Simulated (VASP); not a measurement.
# HfSi2 (Cmcm) in VASP: a series of runs, part 2 of 2

VASP 6.6.1.

## 3. Single point, PBE (biaxial strain in the a-b plane: -1.0 %)

INCAR

```
  ALGO = Normal
  EDIFF = 1E-6
  ENCUT = 500
  GGA = PE
  GGA_COMPAT = False
  ISIF = 2
  ISMEAR = 0
  LASPH = True
  LCHARG = False
  LREAL = False
  LWAVE = False
  NBANDS = 48
  NELM = 120
  PREC = Accurate
  SIGMA = 0.1
```

KPOINTS

```
k-points
0
Gamma
  10 4 10
```

POSCAR

```
HfSi2
1.0
    3.6457095818      0.0000000000      0.0000000000
    0.0000000000     14.4460801091      0.0000000000
    0.0000000000      0.0000000000      3.6817507357
Hf Si
4 8
Direct
    0.0000000000      0.1054627643      0.2500000000
    0.5000000000      0.3945372357      0.7500000000
    0.5000000000      0.6054627643      0.2500000000
    0.0000000000      0.8945372357      0.7500000000
    0.0000000000      0.4457202729      0.2500000000
    0.5000000000      0.0542797271      0.7500000000
    0.5000000000      0.2497181712      0.2500000000
    0.0000000000      0.2502818288      0.7500000000
    0.5000000000      0.9457202729      0.2500000000
    0.0000000000      0.5542797271      0.7500000000
    0.0000000000      0.7497181712      0.2500000000
    0.5000000000      0.7502818288      0.7500000000
```

Potentials or basis: VASP PAW PBE potentials, release 64 (Hf_pv, Si).

Run with:

```console
cat potpaw_PBE.64/Hf_pv/POTCAR potpaw_PBE.64/Si/POTCAR > POTCAR
mpirun -np 1 vasp_std > vasp.out
```

OUTCAR:

```text
EDIFF = 1E-6
   ENCUT = 500
   GGA = PE
   ISIF = 2
   ISMEAR = 0
   LASPH = True
   LREAL = False
   NELM = 120
   PREC = Accurate

 ion  position               nearest neighbor table
   1  0.000  0.105  0.250-   6 2.69   6 2.69   6 2.69   6 2.69   7 2.77   7 2.77   8 2.79   8 2.79
                             9 2.94   9 2.94   4 3.56   4 3.56
   2  0.500  0.395  0.750-   5 2.69   5 2.69   5 2.69   5 2.69   8 2.77   8 2.77   7 2.79   7 2.79
                            10 2.94  10 2.94   3 3.56   3 3.56
   3  0.500  0.605  0.250-  10 2.69  10 2.69  10 2.69  10 2.69  11 2.77  11 2.77  12 2.79  12 2.79
                             5 2.94   5 2.94   2 3.56   2 3.56
   4  0.000  0.895  0.750-   9 2.69   9 2.69   9 2.69   9 2.69  12 2.77  12 2.77  11 2.79  11 2.79
                             6 2.94   6 2.94   1 3.56   1 3.56
   5  0.000  0.446  0.250-  10 2.42  10 2.42   2 2.69   2 2.69   2 2.69   2 2.69   3 2.94   3 2.94
[... 11 lines left out ...]
  11  0.000  0.750  0.250-  12 2.59  12 2.59  12 2.59  12 2.59   3 2.77   3 2.77   4 2.79   4 2.79

  12  0.500  0.750  0.750-  11 2.59  11 2.59  11 2.59  11 2.59   4 2.77   4 2.77   3 2.79   3 2.79

  LATTYP: Found a simple orthorhombic cell.
 ALAT       =     3.6457095818
[... 228 lines left out ...]
      2     -22.3099      2.00000
      3     -22.2213      2.00000
      4     -22.2204      2.00000
      5     -22.2067      2.00000
      6     -22.2040      2.00000
[... 1213 lines left out ...]
     47      11.4973      0.00000
     48      11.4973      0.00000

 [... further k-points ...]
[... 5 lines left out ...]
  --------------------------------------------------------------------------------------
  -------------------------------------------------------------------------------------
  Total        3.3719498      3.0055562     -0.1000711      0.0000000     -0.0000000      0.0000000
  in kB       27.8615461     24.8341305     -0.8268612      0.0000000     -0.0000000      0.0000000
  external PRESSURE =      17.2896051 kB  Pullay stress =       0.0000000 kB

 VOLUME and BASIS-vectors are now :
 -----------------------------------------------------------------------------
  energy-cutoff  :      500.00
  volume of cell :      193.90
      direct lattice vectors                 reciprocal lattice vectors
     3.645709582  0.000000000  0.000000000     0.274295025  0.000000000  0.000000000
     0.000000000 14.446080109  0.000000000     0.000000000  0.069222931  0.000000000
     0.000000000  0.000000000  3.681750736     0.000000000  0.000000000  0.271609914

 POSITION                                       TOTAL-FORCE (eV/Angst)
 -----------------------------------------------------------------------------------
      0.00000      1.52352      0.92044        -0.000000     -0.097528      0.000000
      1.82285      5.69952      2.76131        -0.000000      0.097528     -0.000000
      1.82285      8.74656      0.92044         0.000000     -0.097528     -0.000000
      0.00000     12.92256      2.76131        -0.000000      0.097528      0.000000
      0.00000      6.43891      0.92044        -0.000000     -0.001178      0.000000
      1.82285      0.78413      2.76131         0.000000      0.001178     -0.000000
      1.82285      3.60745      0.92044        -0.000000      0.056135      0.000000
      0.00000      3.61559      2.76131        -0.000000     -0.056135      0.000000
      1.82285     13.66195      0.92044         0.000000     -0.001178      0.000000
      0.00000      8.00717      2.76131         0.000000      0.001178     -0.000000
      0.00000     10.83049      0.92044        -0.000000      0.056135     -0.000000
      1.82285     10.83863      2.76131        -0.000000     -0.056135      0.000000
 -----------------------------------------------------------------------------------
    total drift:                               -0.000000      0.000000      0.000000

  FREE ENERGIE OF THE ION-ELECTRON SYSTEM (eV)
  ---------------------------------------------------
  free  energy   TOTEN  =       -89.8399689824 eV

  energy  without entropy=      -89.8294577578  energy(sigma->0) =      -89.83471337
```

OSZICAR:

```text
N       E                     dE             d eps       ncg     rms          rms(c)
DAV:   1     0.269146207606E+03    0.26915E+03   -0.34358E+04 10440   0.133E+03
DAV:   2    -0.734639631088E+02   -0.34261E+03   -0.33016E+03 12296   0.302E+02
DAV:   3    -0.921227842500E+02   -0.18659E+02   -0.18260E+02 13184   0.493E+01
DAV:   4    -0.924815183083E+02   -0.35873E+00   -0.35665E+00 12968   0.752E+00
DAV:   5    -0.924868907220E+02   -0.53724E-02   -0.53683E-02 12664   0.901E-01    0.931E+01
DAV:   6    -0.900637775494E+02    0.24231E+01   -0.68024E+00 12136   0.806E+00    0.576E+01
DAV:   7    -0.899400321407E+02    0.12375E+00   -0.25282E+00 12984   0.575E+00    0.584E+00
DAV:   8    -0.898396923166E+02    0.10034E+00   -0.74382E-01 11800   0.280E+00    0.130E+00
DAV:   9    -0.898416936779E+02   -0.20014E-02   -0.42257E-02 12744   0.778E-01    0.885E-01
DAV:  10    -0.898399824826E+02    0.17112E-02   -0.10351E-02 12752   0.297E-01    0.588E-01
DAV:  11    -0.898399741147E+02    0.83679E-05   -0.66689E-04 12616   0.913E-02    0.451E-02
DAV:  12    -0.898399696879E+02    0.44268E-05   -0.37764E-05 13072   0.213E-02    0.293E-02
DAV:  13    -0.898399689824E+02    0.70553E-06   -0.22007E-06  9376   0.637E-03
   1 F= -.89839969E+02 E0= -.89834713E+02  d E =-.105112E-01
```

stdout:

```text
POSCAR found type information on POSCAR HfSi
 POSCAR found :  2 types and      12 ions
 scaLAPACK will be used
 LDA part: xc-table for (Slater+PW92), standard interpolation
 POSCAR, INCAR and KPOINTS ok, starting setup
 FFT: planning ... GRIDC
 FFT: planning ... GRID_SOFT
 FFT: planning ... GRID
 WAVECAR not read
 entering main loop
```

It took 6.9 min on 1 thread of Intel Xeon 6975P-C (Granite Rapids), shared host; peak memory 0.75 GiB.

Results:

| Quantity | Value |
| --- | --- |
| Free energy | -89.8400 eV |
| Pressure | 1.7 GPa |
| Largest force | 0.098 eV/Å |
| Band gap on the k mesh | zero (bands 36 and 37 overlap by 1.03 eV) |

Forces in eV/Å, atoms in the order of the input:
```
Hf   0.000 -0.098  0.000
Hf   0.000  0.098  0.000
Hf   0.000 -0.098  0.000
Hf   0.000  0.098  0.000
Si   0.000 -0.001  0.000
Si   0.000  0.001  0.000
Si   0.000  0.056  0.000
Si   0.000 -0.056  0.000
Si   0.000 -0.001  0.000
Si   0.000  0.001  0.000
Si   0.000  0.056  0.000
Si   0.000 -0.056  0.000
```

Levels at points of the mesh, in eV from the Fermi level:
| k point | band 33 | band 34 | band 35 | band 36 | band 37 | band 38 | band 39 | band 40 |
| --- | --- | --- | --- | --- | --- | --- | --- | --- |
| (0.00, 0.00, 0.00) | -2.02 | -1.59 | -0.07 | 0.43 | 1.17 | 1.21 | 1.32 | 1.39 |
| (0.50, 0.00, 0.00) | -0.99 | -0.99 | -0.97 | -0.97 | -0.04 | -0.04 | 0.69 | 0.69 |
| (0.00, 0.50, 0.00) | -1.68 | -1.68 | -0.13 | -0.13 | 1.26 | 1.26 | 1.57 | 1.57 |
| (0.50, 0.50, 0.00) | -0.88 | -0.88 | -0.61 | -0.61 | -0.50 | -0.50 | 0.73 | 0.73 |
| (0.00, 0.00, 0.50) | -0.92 | -0.92 | -0.01 | -0.01 | 0.10 | 0.10 | 0.13 | 0.13 |
| (0.50, 0.00, 0.50) | -2.42 | -2.42 | -2.42 | -2.42 | 1.79 | 1.79 | 1.79 | 1.79 |
| (0.00, 0.50, 0.50) | -0.52 | -0.52 | -0.52 | -0.52 | 0.10 | 0.10 | 0.10 | 0.10 |
| (0.50, 0.50, 0.50) | -2.43 | -2.43 | -2.43 | -2.43 | 1.99 | 1.99 | 1.99 | 1.99 |

Caveat: the cell differs from its parent crystal (biaxial strain in the a-b plane: -1.0 %); spin-orbit coupling is left out, which moves the levels of the heavy elements.

## 4. Single point, PBE (biaxial strain in the a-b plane: -2.0 %)

INCAR

```
PREC     = Accurate       # precision mode
ENCUT    = 500            # plane-wave cutoff, eV
EDIFF    = 1E-6           # SCF threshold, eV
ISMEAR   = 0              # smearing method
SIGMA    = 0.1            # smearing width, eV
LREAL    = False          # projectors in reciprocal space
LASPH    = True           # aspherical terms in the spheres
NELM     = 120            # most SCF steps
ALGO     = Normal         # electronic algorithm
ISIF     = 2              # what is computed and relaxed
LWAVE    = False          # write WAVECAR
LCHARG   = False          # write CHGCAR
GGA      = PE             # functional
NBANDS   = 48             # bands
GGA_COMPAT= False
```

KPOINTS

```
Automatic mesh
0
Gamma
  10 4 10
```

POSCAR

```
HfSi2
1.0
    3.6088842324      0.0000000000      0.0000000000
    0.0000000000     14.3001601080      0.0000000000
    0.0000000000      0.0000000000      3.7037094876
Hf Si
4 8
Direct
    0.0000000000      0.1050742982      0.2500000000
    0.5000000000      0.3949257018      0.7500000000
    0.5000000000      0.6050742982      0.2500000000
    0.0000000000      0.8949257018      0.7500000000
    0.0000000000      0.4455595234      0.2500000000
    0.5000000000      0.0544404766      0.7500000000
    0.5000000000      0.2501194898      0.2500000000
    0.0000000000      0.2498805102      0.7500000000
    0.5000000000      0.9455595234      0.2500000000
    0.0000000000      0.5544404766      0.7500000000
    0.0000000000      0.7501194898      0.2500000000
    0.5000000000      0.7498805102      0.7500000000
```

Run with:

```console
cat potpaw_PBE.64/Hf_pv/POTCAR potpaw_PBE.64/Si/POTCAR > POTCAR
mpirun -np 1 vasp_std > vasp.out
```

Wall time 19 min (1 thread of Oxide Virtual Turin-like, shared host); peak memory 0.71 GiB.

Results (log left out):

```
Free energy            : -89.7450 eV
Pressure               : 3.6 GPa
Largest force          : 0.105 eV/Å
Band gap on the k mesh : zero (bands 36 and 37 overlap by 1.12 eV)
```

Forces in eV/Å, atoms in the order of the input:
```
Hf   0.000 -0.105  0.000
Hf   0.000  0.105  0.000
Hf   0.000 -0.105  0.000
Hf   0.000  0.105  0.000
Si   0.000 -0.016  0.000
Si   0.000  0.016  0.000
Si   0.000  0.070  0.000
Si   0.000 -0.070  0.000
Si   0.000 -0.016  0.000
Si   0.000  0.016  0.000
Si   0.000  0.070  0.000
Si   0.000 -0.070  0.000
```

Stress tensor (GPa, compression positive):
```
5.81 0.00 0.00
0.00 5.04 0.00
0.00 0.00 0.02
```

Levels at points of the mesh, in eV from the Fermi level:
```
           k point  band 32  band 33  band 34  band 35  band 36  band 37  band 38  band 39  band 40  band 41
(0.00, 0.00, 0.00)    -2.37    -1.91    -1.59    -0.07     0.52     1.19     1.19     1.31     1.39     1.44
(0.50, 0.00, 0.00)    -1.72    -1.10    -1.10    -0.98    -0.98    -0.11    -0.11     0.59     0.59     1.02
(0.00, 0.50, 0.00)    -2.11    -1.63    -1.63    -0.15    -0.15     1.24     1.24     1.51     1.51     1.79
(0.50, 0.50, 0.00)    -1.84    -0.90    -0.90    -0.71    -0.71    -0.59    -0.59     0.64     0.64     0.79
(0.00, 0.00, 0.50)    -1.93    -0.87    -0.87     0.09     0.09     0.20     0.20     0.24     0.24     1.83
(0.50, 0.00, 0.50)    -3.46    -2.44    -2.44    -2.44    -2.44     1.87     1.87     1.87     1.87     3.02
(0.00, 0.50, 0.50)    -2.34    -0.44    -0.44    -0.44    -0.44     0.21     0.21     0.21     0.21     2.47
(0.50, 0.50, 0.50)    -3.45    -2.46    -2.46    -2.46    -2.46     2.10     2.10     2.10     2.10     2.84
```

Caveat: the cell differs from its parent crystal (biaxial strain in the a-b plane: -2.0 %); the stress differs along the axes, from 0 to 6 GPa; spin-orbit coupling is left out, which moves the levels of the heavy elements.

## 5. The runs side by side

| cell | gap on the mesh (eV) | pressure (GPa) | largest force (eV/Å) |
| --- | --- | --- | --- |
| a = 3.756, b = 14.884, c = 3.616 Å, 12 atoms, biaxial strain in the a-b plane: +2.0 % | none | -3.1 | 0.09 |
| a = 3.646, b = 14.446, c = 3.682 Å, 12 atoms, biaxial strain in the a-b plane: -1.0 % | none | 1.7 | 0.10 |
| a = 3.609, b = 14.300, c = 3.704 Å, 12 atoms, biaxial strain in the a-b plane: -2.0 % | none | 3.6 | 0.11 |

Alike in all rows: task single point; level PBE; potentials or basis VASP PAW PBE potentials, release 64 (Hf_pv, Si); no spin polarisation; k mesh 10 × 4 × 10; cutoff (eV) 500; smearing gaussian 0.1 eV.

Caveats: spin-orbit coupling is left out, which moves the levels of the heavy elements; the cell stands under tension (at least some runs); the stress differs along the axes, from 0 to 6 GPa (at least some runs).

Absolute energies hang on the potentials; compare differences alone.
